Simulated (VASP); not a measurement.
Here is a VASP 6.6.1 calculation.

Contents of INCAR:

```
PREC = Accurate
ENCUT = 700
EDIFF = 1E-6
ISMEAR = 0
SIGMA = 0.05
LREAL = False
LASPH = True
NELM = 200
ALGO = Normal
ISIF = 2
LWAVE = False
LCHARG = True
ISPIN = 2
MAGMOM = 1.89 0
LORBIT = 11
LMAXMIX = 4
LDAU = True
LDAUTYPE = 2
LDAUL = 2 -1
LDAUU = 6.2 0
LDAUJ = 0 0
LDAUPRINT = 1
GGA = PE
LELF = True
LVHAR = True
NBANDS = 23
GGA_COMPAT = False
```

File KPOINTS:

```
Automatic mesh
0
Gamma
  6 6 6
```

POSCAR

```
NiO
1.0
    0.0000000000      2.3247345634      2.3247345634
    2.3247345634      0.0000000000      2.3247345634
    2.3247345634      2.3247345634      0.0000000000
Ni O
1 1
Direct
    0.0000000000      0.0000000000      0.0000000000
    0.2500000000      0.2500000000      0.2500000000
```

Potentials or basis: VASP PAW PBE potentials, release 64 (Ni_sv_GW, O).

Command:

```sh
$ cat potpaw_PBE.64/Ni_sv_GW/POTCAR potpaw_PBE.64/O/POTCAR > POTCAR
$ mpirun -np 1 vasp_std > vasp.out
```

Estimate the pressure.

-11.5 GPa.

Estimate the band gap on the k mesh.

zero (filled and empty bands overlap).

What does it give for the net moment?

2.01 μB per cell.

Estimate the site moments.

Ni +1.75; O +0.27 μB.

Eigenvalues of the final occupation matrices:
```csv
site,spin,trace,eigenvalues
site 1 d,1,4.73,0.94 0.94 0.95 0.95 0.95
site 1 d,2,3.00,0.38 0.38 0.38 0.93 0.93
```

Caveat: the k points lie up to 0.39 Å⁻¹ apart, too coarse for converged energies and pressures of a metal; a cell with one magnetic atom can't hold antiferromagnetic order, which such compounds often take. The state reached can hang on the start; a lower one may exist.
